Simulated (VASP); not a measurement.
# W (I4/mmm) in VASP: further runs, part 3 of 3

VASP 6.6.1. The steps go on from the part before.

### 5 Single point, r2SCAN (strain -0.025 along x and y, +0.025 along z)

The input, POSCAR:

```
W
1.0
   -1.5573675000      1.5573675000      1.6372325000
    1.5573675000     -1.5573675000      1.6372325000
    1.5573675000      1.5573675000     -1.6372325000
W
1
Direct
    0.0000000000      0.0000000000      0.0000000000
```

The input, INCAR.step1:

```
SYSTEM = W
PREC = Accurate ; ENCUT = 520
ISMEAR = 0 ; SIGMA = 0.15
LREAL = .False. ; LASPH = .True.
NELM = 60 ; NBANDS = 13
GGA = PE ; ALGO = Normal
EDIFF = 1E-4 ; LWAVE = .True.
LCHARG = .False.
```

The input, INCAR.step2:

```
SYSTEM = W
PREC = Accurate ; ENCUT = 520
EDIFF = 1E-6 ; ISMEAR = 0
SIGMA = 0.15 ; LREAL = .False.
LASPH = .True. ; NELM = 60
ALGO = Normal ; ISIF = 2
LWAVE = .False. ; LCHARG = .True.
METAGGA = R2SCAN ; LMIXTAU = .True.
LELF = .True. ; LVHAR = .True.
NBANDS = 13 ; ISTART = 1
```

The input, KPOINTS:

```
regular mesh
0
Gamma
  20 20 20
  0 0 0
```

Potentials or basis: VASP PAW PBE potentials, release 64 (W_sv).

Command:

```console
cat potpaw_PBE.64/W_sv/POTCAR > POTCAR
cp INCAR.step1 INCAR
mpirun -np 1 vasp_std > vasp.out
cp INCAR.step2 INCAR
mpirun -np 1 vasp_std > vasp.out
```

OUTCAR:

```text
SYSTEM = W
   PREC = Accurate
   ENCUT = 520
   EDIFF = 1E-6
   ISMEAR = 0
   LREAL = .False.
   LASPH = .True.
   NELM = 60
   ISIF = 2
   METAGGA = R2SCAN
   ISTART = 1

 ion  position               nearest neighbor table
   1  0.000  0.000  0.000-

  LATTYP: Found a body centered tetragonal cell.
 ALAT       =     3.1147350000
 C/A-ratio  =     1.0512820513

  Lattice vectors:

 A1 = (  -1.5573675000,   1.5573675000,   1.6372325000)
 A2 = (   1.5573675000,  -1.5573675000,   1.6372325000)
 A3 = (   1.5573675000,   1.5573675000,  -1.6372325000)

Analysis of symmetry for initial positions (statically):
=====================================================================
 Subroutine PRICEL returns:
 Original cell was already a primitive cell.

 Routine SETGRP: Setting up the symmetry group for a
 body centered tetragonal supercell.

 Subroutine GETGRP returns: Found 16 space group operations
 (whereof 16 operations were pure point group operations)
 out of a pool of 16 trial point group operations.

The static configuration has the point symmetry D_4h.

Analysis of symmetry for dynamics (positions and initial velocities):
=====================================================================
 Subroutine PRICEL returns:
 Original cell was already a primitive cell.

 Routine SETGRP: Setting up the symmetry group for a
 body centered tetragonal supercell.

 Subroutine GETGRP returns: Found 16 space group operations
 (whereof 16 operations were pure point group operations)
 out of a pool of 16 trial point group operations.

The dynamic configuration has the point symmetry D_4h.

 Subroutine INISYM returns: Found 16 space group operations
 (whereof 16 operations are pure point group operations),
 and found     1 'primitive' translations

----------------------------------------------------------------------------------------

                                     Primitive cell

  volume of cell :      15.8837

  direct lattice vectors                    reciprocal lattice vectors
    -1.557367500  1.557367500  1.637232500     0.000000000  0.321054600  0.305393400
     1.557367500 -1.557367500  1.637232500     0.321054600  0.000000000  0.305393400
     1.557367500  1.557367500 -1.637232500     0.321054600  0.321054600  0.000000000

  length of vectors
     2.744324565  2.744324565  2.744324565     0.443104034  0.443104034  0.454039770

  position of ions in fractional coordinates (direct lattice)
     0.000000000  0.000000000  0.000000000

  ion indices of the primitive-cell ions
   primitive index   ion index
                 1           1

----------------------------------------------------------------------------------------

 KPOINTS: regular mesh

Automatic generation of k-mesh.
 Grid dimensions read from file:
 generate k-points for:   20   20   20

 Generating k-lattice:

  Cartesian coordinates                     Fractional coordinates (reciprocal lattice)
     0.000000000  0.016052730  0.015269670     0.050000000  0.000000000  0.000000000
     0.016052730  0.000000000  0.015269670     0.000000000  0.050000000  0.000000000
     0.016052730  0.016052730  0.000000000     0.000000000  0.000000000  0.050000000

  Length of vectors
     0.022155202  0.022155202  0.022701988

  Shift w.r.t. Gamma in fractional coordinates (k-lattice)
     0.000000000  0.000000000  0.000000000

 Subroutine IBZKPT returns following result:
 ===========================================

 Found    641 irreducible k-points:

 Following reciprocal coordinates:
            Coordinates               Weight
  0.000000  0.000000  0.000000      1.000000
  0.050000  0.000000 -0.000000      8.000000
  0.100000 -0.000000  0.000000      8.000000
  0.150000  0.000000  0.000000      8.000000
  0.200000 -0.000000  0.000000      8.000000
  0.250000  0.000000 -0.000000      8.000000
[... 16 lines left out ...]
 -0.400000  0.050000  0.000000     16.000000
 -0.350000  0.050000  0.000000     16.000000
 [... further k-points ...]
   k-points           NKPTS =    641   k-points in BZ     NKDIM =    641   number of bands    NBANDS=     13
   number of dos      NEDOS =    301   number of ions     NIONS =      1
   total plane-waves  NPLWV =   8000
   dimension x,y,z NGX =    20 NGY =   20 NGZ =   20
   dimension x,y,z NGXF=    40 NGYF=   40 NGZF=   40
   ions per type =               1
   NGX,Y,Z   is equivalent  to a cutoff of  12.12, 12.12, 12.12 a.u.
   NGXF,Y,Z  is equivalent  to a cutoff of  24.23, 24.23, 24.23 a.u.
 SYSTEM =  W
   PREC   = accura    normal or accurate (medium, high low for compatibility)
   ISTART =      1    job   : 0-new  1-cont  2-samecut
   ICHARG =      0    charge: 1-file 2-atom 10-const
   ISPIN  =      1    spin polarized calculation?
   LNONCOLLINEAR =      F non collinear calculations
   LSORBIT =      F    spin-orbit coupling
   LASPH  =      T    aspherical Exc in radial PAW
   ENCUT  =  520.0 eV  38.22 Ry    6.18 a.u.   5.10  5.10  5.10*2*pi/ulx,y,z
   NELM   =     60;   NELMIN=  2; NELMDL=  0     # of ELM steps
   EDIFF  = 0.1E-05   stopping-criterion for ELM
   LREAL  =      F    real-space projection
   EDIFFG = 0.1E-04   stopping-criterion for IOM
   NSW    =      0    number of steps for IOM
   IBRION =     -1    ionic relax: 0-MD 1-quasi-New 2-CG
   NFREE  =      0    steps in history (QN), initial steepest desc. (CG)
   ISIF   =      2    stress and relaxation
   ISYM   =      2    0-nonsym 1-usesym 2-fastsym
   POTIM  = 0.5000    time-step for ionic-motion
   TEBEG  =    0.0;   TEEND  =   0.0 temperature during run
   PSTRESS=    0.0 pullay stress
   NELECT =      14.0000    total number of electrons
   NUPDOWN=      -1.0000    fix difference up-down
   EMIN   =  10.00;   EMAX   =-10.00  energy-range for DOS
   EFERMI =   0.00;   METHOD = LEGACY
   ISMEAR =     0;   SIGMA  =   0.15  broadening in eV -4-tet -1-fermi 0-gaus
   EFERMI_NEDOS =   21; number of points for ismear=-14 and -15
   IALGO  =     38    algorithm
   IMIX   =      4    mixing-type and parameters
     AMIX     =   0.40;   BMIX     =  1.00
     AMIX_MAG =   1.60;   BMIX_MAG =  1.00
  volume/ion in A,a.u.               =      15.88       107.19
  Fermi-wavevector in a.u.,A,eV,Ry     =   1.569640  2.966189 33.521612  2.463769
  Thomas-Fermi vector in A             =   2.671492
   LORBIT       =      0    0 simple, 1 ext, 2 COOP (PROOUT), +10 PAW based schemes
   METAGGA = R2SCAN    functional components
   LHFCALC =     F    Hartree Fock is set to
   AEXX    =    0.0000 exact exchange contribution
   IVDW    =     0    specifies the selected vdW correction
   LEPSILON=     F    determine dielectric tensor
   LRPA    =     F    only Hartree local field effects (RPA)
 non-spin polarized calculation
 Gauss-broadening in eV      SIGMA  =   0.15
  energy-cutoff  :      520.00
  volume of cell :       15.88
 maximum number of plane-waves:       444
   NGX = 11   NGY = 11   NGZ = 11

 number of electron      13.9999999 magnetization

 Free energy of the ion-electron system (eV)
  ---------------------------------------------------
  ext. energy  EPLUGINS =         0.00000000
  ---------------------------------------------------
  free energy    TOTEN  =       -51.32783317 eV

  energy without entropy =      -51.32320774  energy(sigma->0) =      -51.32552046

 E-fermi :  11.2899     XC(G=0): -14.9465

 val. band max:       11.2755894772   @ k =   0.4500   0.4500   0.0000
 cond. band min:      11.2950359322   @ k =  -0.1500   0.2000   0.1000
 fundamental gap:      0.0194464550
 Fermi energy:        11.2898527569

 k-point     1 :       0.0000    0.0000    0.0000
  band No.  band energies     occupation
      1     -64.8567      2.00000
      2     -27.7305      2.00000
      3     -27.7143      2.00000
      4     -27.7143      2.00000
      5       1.1434      2.00000
      6       9.7816      2.00000
      7       9.7816      2.00000
      8      10.4663      2.00000
      9      13.3298      0.00000
     10      14.2383      0.00000
     11      25.8749      0.00000
     12      26.8880      0.00000
     13      26.8880      0.00000
[... 353 lines left out ...]
 k-point    24 :      -0.3500    0.0500    0.0000
  band No.  band energies     occupation
      1     -64.7475      2.00000
      2     -28.7417      2.00000
      3     -28.0261      2.00000
      4     -27.7384      2.00000
      5       4.5425      2.00000
      6       8.3125      2.00000
      7       9.4140      2.00000
      8      12.9600      0.00000
      9      14.4316      0.00000
     10      14.7272      0.00000
     11      25.3902      0.00000
     12      26.0811      0.00000
     13      33.3388      0.00000

 [... further k-points ...]

------------------------ aborting loop because EDIFF is reached ----------------------------------------

  FORCE on cell =-STRESS in cart. coord.  units (eV):
  Direction    XX          YY          ZZ          XY          YZ          ZX
  --------------------------------------------------------------------------------------
  -------------------------------------------------------------------------------------
  Total        0.7813660      0.7813660     -0.9317157      0.0000000      0.0000000      0.0000000
  in kB       78.8156612     78.8156612    -93.9812992      0.0000000      0.0000000      0.0000000
  external PRESSURE =      21.2166744 kB  Pullay stress =       0.0000000 kB

 VOLUME and BASIS-vectors are now :
 -----------------------------------------------------------------------------
  energy-cutoff  :      520.00
  volume of cell :       15.88
      direct lattice vectors                 reciprocal lattice vectors
    -1.557367500  1.557367500  1.637232500     0.000000000  0.321054600  0.305393400
     1.557367500 -1.557367500  1.637232500     0.321054600  0.000000000  0.305393400
     1.557367500  1.557367500 -1.637232500     0.321054600  0.321054600  0.000000000

 POSITION                                       TOTAL-FORCE (eV/Angst)
 -----------------------------------------------------------------------------------
      0.00000      0.00000      0.00000         0.000000     -0.000000      0.000000
 -----------------------------------------------------------------------------------
    total drift:                                0.000000     -0.000000      0.000000

  FREE ENERGIE OF THE ION-ELECTRON SYSTEM (eV)
  ---------------------------------------------------
  free  energy   TOTEN  =       -51.3278331679 eV

  energy  without entropy=      -51.3232077443  energy(sigma->0) =      -51.32552046
```

OSZICAR.step1:

```text
N       E                     dE             d eps       ncg     rms          rms(c)
DAV:   1     0.845852139398E+02    0.84585E+02   -0.74660E+03 16780   0.122E+03
DAV:   2    -0.118944830288E+02   -0.96480E+02   -0.92802E+02 18731   0.317E+02
DAV:   3    -0.135401556258E+02   -0.16457E+01   -0.16398E+01 18276   0.400E+01
DAV:   4    -0.135468441187E+02   -0.66885E-02   -0.66884E-02 18546   0.280E+00
DAV:   5    -0.135468997952E+02   -0.55676E-04   -0.55676E-04 18506   0.241E-01    0.208E+01
DAV:   6    -0.130600509600E+02    0.48685E+00   -0.40597E-01 17451   0.855E+00    0.836E+00
DAV:   7    -0.129320330164E+02    0.12802E+00   -0.21566E-01 18641   0.592E+00    0.641E-01
DAV:   8    -0.129280595666E+02    0.39734E-02   -0.43527E-03 17016   0.861E-01    0.782E-02
DAV:   9    -0.129280308384E+02    0.28728E-04   -0.91259E-05 13518   0.125E-01
   1 F= -.12928031E+02 E0= -.12925603E+02  d E =-.485659E-02
```

Wall time 3.5 min (1 thread of AMD EPYC 9R45 (Zen 5), shared host); peak memory 0.2 GiB.

Results:

```yaml
Free_energy: -51.3278 eV
Pressure: 2.1 GPa
Band_gap_on_the_k_mesh: zero (bands 7 and 8 overlap by 6.16 eV)
```

Levels at points of the mesh, in eV from the Fermi level:
```csv
k point,band 5,band 6,band 7,band 8,band 9,band 10
"(0.00, 0.00, 0.00)",-10.15,-1.51,-1.51,-0.82,2.04,2.95
"(0.50, 0.00, 0.00)",-6.58,-3.51,0.36,1.90,3.44,6.21
"(0.50, 0.50, 0.00)",-6.57,-4.22,0.78,2.97,3.72,6.38
"(0.50, 0.50, 0.50)",-6.10,-5.96,5.17,5.37,5.37,7.55
```

Caveat: the cell differs from its parent crystal (strain -0.025 along x and y, +0.025 along z); the stress differs along the axes, from -9 to 8 GPa; the PAW data sets were made with another functional, which shifts forces and pressure a little; spin-orbit coupling is left out, which moves the levels of the heavy elements.

### 6 The runs side by side

```tsv
cell	gap on the mesh (eV)	pressure (GPa)
a = 2.721 Å, angles 108.1, 108.1, 112.2°, 1 atom	none	11.0
a = 2.721 Å, angles 110.2, 110.2, 108.1°, 1 atom	none	10.3
a = 2.744 Å, angles 108.8, 108.8, 110.8°, 1 atom	none	1.6
a = 2.744 Å, angles 110.8, 110.8, 106.7°, 1 atom	none	2.1
```

Alike in all rows: task single point; level r2SCAN; potentials or basis VASP PAW PBE potentials, release 64 (W_sv); no spin polarisation; k mesh 20 × 20 × 20; cutoff (eV) 520; smearing gaussian 0.15 eV.

Caveats: the PAW data sets were made with another functional, which shifts forces and pressure a little; spin-orbit coupling is left out, which moves the levels of the heavy elements; the stress differs along the axes, from 4 to 25 GPa (at least some runs); the stress differs along the axes, from 4 to 14 GPa (at least some runs); the stress differs along the axes, from -2 to 8 GPa (at least some runs); the stress differs along the axes, from -9 to 8 GPa (at least some runs).

Absolute energies hang on the potentials; compare differences alone.

The gap in the log of VASP goes by the Fermi energy; the results here count the filled bands.